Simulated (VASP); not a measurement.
# BaCd3Se4 in VASP: further runs, part 2 of 2

VASP 6.6.1. Earlier steps stand in the parts before.

## Step 4: Single point, PBE

This run uses another cell than the first one, of 29.61 Å³/atom, 1.091 times its volume.

INCAR

```
ALGO = Normal ; EDIFF = 1E-6
ENCUT = 520 ; GGA = PE
ISIF = 2 ; ISMEAR = 0
LASPH = True ; LCHARG = True
LELF = True ; LREAL = False
LVHAR = True ; LWAVE = False
NBANDS = 45 ; NELM = 80
PREC = Accurate ; SIGMA = 0.15
```

KPOINTS

```
k-points
0
Gamma
  3 3 2
```

POSCAR

```
BaCd3Se4
1.0
    5.7166573757      0.0000000000      0.0000000000
   -2.8583286879      4.9507705121      0.0000000000
    0.0000000000      0.0000000000      8.3692753995
Ba Cd Se
1 3 4
Direct
    0.0000000000      0.0000000000      0.0000000000
    0.3333333333      0.6666666667      0.5000000000
    0.6666666667      0.3333333333      0.5000000000
    0.0000000000      0.0000000000      0.5000000000
    0.3333333333      0.6666666667      0.7984433193
    0.3333333333      0.6666666667      0.2015566807
    0.6666666667      0.3333333333      0.2015566807
    0.6666666667      0.3333333333      0.7984433193
```

Potentials or basis: VASP PAW PBE potentials, release 64 (Ba_sv, Cd, Se).

Launch:

```bash
$ cat potpaw_PBE.64/Ba_sv/POTCAR potpaw_PBE.64/Cd/POTCAR potpaw_PBE.64/Se/POTCAR > POTCAR
$ mpirun -np 1 vasp_std > vasp.out
```

OUTCAR:

```text
EDIFF = 1E-6
   ENCUT = 520
   GGA = PE
   ISIF = 2
   ISMEAR = 0
   LASPH = True
   LREAL = False
   NELM = 80
   PREC = Accurate

 ion  position               nearest neighbor table
   1  0.000  0.000  0.000-   5 3.71   6 3.71   7 3.71   8 3.71   7 3.71   8 3.71   5 3.71   6 3.71
                             7 3.71   8 3.71   5 3.71   6 3.71   4 4.18   4 4.18
   2  0.333  0.667  0.500-   5 2.50   6 2.50   3 3.30   3 3.30   4 3.30   4 3.30   4 3.30   3 3.30

   3  0.667  0.333  0.500-   7 2.50   8 2.50   2 3.30   2 3.30   4 3.30   4 3.30   4 3.30   2 3.30

   4  0.000  0.000  0.500-   2 3.30   3 3.30   3 3.30   2 3.30   3 3.30   2 3.30   1 4.18   1 4.18

   5  0.333  0.667  0.798-   2 2.50   1 3.71   1 3.71   1 3.71
   6  0.333  0.667  0.202-   2 2.50   1 3.71   1 3.71   1 3.71
   7  0.667  0.333  0.202-   3 2.50   1 3.71   1 3.71   1 3.71
   8  0.667  0.333  0.798-   3 2.50   1 3.71   1 3.71   1 3.71

  LATTYP: Found a hexagonal cell.
 ALAT       =     5.7166573757
 C/A-ratio  =     1.4640155688

  Lattice vectors:

 A1 = (   5.7166573757,   0.0000000000,   0.0000000000)
 A2 = (  -2.8583286879,   4.9507705121,   0.0000000000)
 A3 = (   0.0000000000,   0.0000000000,   8.3692753995)

Analysis of symmetry for initial positions (statically):
=====================================================================
 Subroutine PRICEL returns:
 Original cell was already a primitive cell.

 Routine SETGRP: Setting up the symmetry group for a
 hexagonal supercell.

 Subroutine GETGRP returns: Found 24 space group operations
 (whereof 24 operations were pure point group operations)
 out of a pool of 24 trial point group operations.

The static configuration has the point symmetry D_6h.

Analysis of symmetry for dynamics (positions and initial velocities):
=====================================================================
 Subroutine PRICEL returns:
[... 125 lines left out ...]
  Thomas-Fermi vector in A             =   2.226677
   LORBIT       =      0    0 simple, 1 ext, 2 COOP (PROOUT), +10 PAW based schemes
   GGA     = PE    functional components
   LHFCALC =     F    Hartree Fock is set to
   AEXX    =    0.0000 exact exchange contribution
   IVDW    =     0    specifies the selected vdW correction
   LEPSILON=     F    determine dielectric tensor
   LRPA    =     F    only Hartree local field effects (RPA)
 non-spin polarized calculation
 Gauss-broadening in eV      SIGMA  =   0.15
  energy-cutoff  :      520.00
  volume of cell :      236.87
 maximum number of plane-waves:      6392
 NGX is ok and might be reduce to    42
   NGX = 21   NGY = 21   NGZ = 31

 number of electron      70.0000002 magnetization

 Free energy of the ion-electron system (eV)
  ---------------------------------------------------
  ext. energy  EPLUGINS =         0.00000000
  ---------------------------------------------------
  free energy    TOTEN  =       -20.71841573 eV

  energy without entropy =      -20.66714969  energy(sigma->0) =      -20.69278271

 E-fermi :   2.0607     XC(G=0):  -9.0967

 val. band max:        1.9262277717   @ k =   0.3333  -0.0000   0.5000
 cond. band min:       2.0683874852   @ k =   0.3333  -0.0000   0.5000
 fundamental gap:      0.1421597135
 Fermi energy:         2.0607259298

 k-point     1 :       0.0000    0.0000    0.0000
  band No.  band energies     occupation
      1     -25.9091      2.00000
      2     -11.2907      2.00000
      3     -11.1671      2.00000
      4     -11.0202      2.00000
      5     -11.0202      2.00000
      6     -10.3137      2.00000
[... 277 lines left out ...]
     44       6.4941      0.00000
     45       6.4941      0.00000

------------------------ aborting loop because EDIFF is reached ----------------------------------------

  FORCE on cell =-STRESS in cart. coord.  units (eV):
  Direction    XX          YY          ZZ          XY          YZ          ZX
  --------------------------------------------------------------------------------------
  -------------------------------------------------------------------------------------
  Total        0.3520020      0.3520020      0.7648670     -0.0000000      0.0000000     -0.0000000
  in kB        2.3809644      2.3809644      5.1736101     -0.0000000      0.0000000     -0.0000000
  external PRESSURE =       3.3118463 kB  Pullay stress =       0.0000000 kB

 VOLUME and BASIS-vectors are now :
 -----------------------------------------------------------------------------
  energy-cutoff  :      520.00
  volume of cell :      236.87
      direct lattice vectors                 reciprocal lattice vectors
     5.716657376  0.000000000  0.000000000     0.174927398  0.100994380  0.000000000
    -2.858328688  4.950770512  0.000000000     0.000000000  0.201988761  0.000000000
     0.000000000  0.000000000  8.369275399     0.000000000  0.000000000  0.119484657

 POSITION                                       TOTAL-FORCE (eV/Angst)
 -----------------------------------------------------------------------------------
      0.00000      0.00000      0.00000         0.000000     -0.000000      0.000000
     -0.00000      3.30051      4.18464        -0.000000      0.000000      0.000000
      2.85833      1.65026      4.18464         0.000000      0.000000     -0.000000
      0.00000      0.00000      4.18464         0.000000     -0.000000      0.000000
     -0.00000      3.30051      6.68239        -0.000000      0.000000      0.115886
     -0.00000      3.30051      1.68688         0.000000     -0.000000     -0.115886
      2.85833      1.65026      1.68688         0.000000     -0.000000     -0.115886
      2.85833      1.65026      6.68239         0.000000     -0.000000      0.115886
 -----------------------------------------------------------------------------------
    total drift:                               -0.000000      0.000000      0.000000

  FREE ENERGIE OF THE ION-ELECTRON SYSTEM (eV)
  ---------------------------------------------------
  free  energy   TOTEN  =       -20.7184157295 eV

  energy  without entropy=      -20.6671496911  energy(sigma->0) =      -20.69278271
```

stdout:

```text
POSCAR found type information on POSCAR BaCdSe
 POSCAR found :  3 types and       8 ions
 scaLAPACK will be used
 LDA part: xc-table for (Slater+PW92), standard interpolation
 POSCAR, INCAR and KPOINTS ok, starting setup
 FFT: planning ... GRIDC
 FFT: planning ... GRID_SOFT
 FFT: planning ... GRID
 WAVECAR not read
 entering main loop
```

It took 98 s on 1 thread of Intel Xeon Platinum 8375C at 2.90GHz (Ice Lake), shared host; peak memory 0.4 GiB.

What came out:

| Property | Result |
| --- | --- |
| Free energy | -20.7184 eV |
| Pressure | 0.3 GPa |
| Largest force | 0.116 eV/Å |
| Band gap on the k mesh | zero (band 35 reaches 2.70 eV, above the bottom of band 36 at 1.48 eV) |

Forces on the atoms (eV/Å):
```
Ba   0.000  0.000  0.000
Cd   0.000  0.000  0.000
Cd   0.000  0.000  0.000
Cd   0.000  0.000  0.000
Se   0.000  0.000  0.116
Se   0.000  0.000 -0.116
Se   0.000  0.000 -0.116
Se   0.000  0.000  0.116
```

Levels at points of the mesh, in eV from the Fermi level:
| k point | band 31 | band 32 | band 33 | band 34 | band 35 | band 36 | band 37 | band 38 | band 39 | band 40 |
| --- | --- | --- | --- | --- | --- | --- | --- | --- | --- | --- |
| (0.00, 0.00, 0.00) | -1.65 | -0.90 | -0.87 | -0.87 | -0.59 | -0.59 | 1.03 | 1.71 | 1.71 | 2.37 |
| (0.00, 0.00, 0.50) | -1.75 | -1.00 | -1.00 | -0.63 | -0.45 | -0.45 | 1.52 | 2.33 | 2.33 | 2.43 |

Caveat: the k points lie up to 0.42 Å⁻¹ apart; spin-orbit coupling is left out, which moves the levels of the heavy elements.

## Step 5: Overview

```tsv
cell	k mesh	gap on the mesh (eV)	pressure (GPa)	largest force (eV/Å)
a = 6.430, b = 6.430, c = 6.066 Å, angles 90.0, 90.0, 120.0°, 8 atoms	2 × 2 × 2	none	0.3	-
a = 7.536, b = 7.536, c = 6.158 Å, angles 90.0, 90.0, 120.0°, 8 atoms	3 × 3 × 2	none	0.2	0.02
a = 5.717, b = 5.717, c = 8.369 Å, angles 90.0, 90.0, 120.0°, 8 atoms	3 × 3 × 2	none	0.3	0.12
```

Alike in all rows: task single point; level PBE; potentials or basis VASP PAW PBE potentials, release 64 (Ba_sv, Cd, Se); no spin polarisation; cutoff (eV) 520; smearing gaussian 0.15 eV.

Caveats: all runs use coarse meshes; spin-orbit coupling is left out, which moves the levels of the heavy elements.

Total energies depend on the potentials used, so only differences within one code and one set of settings carry meaning.
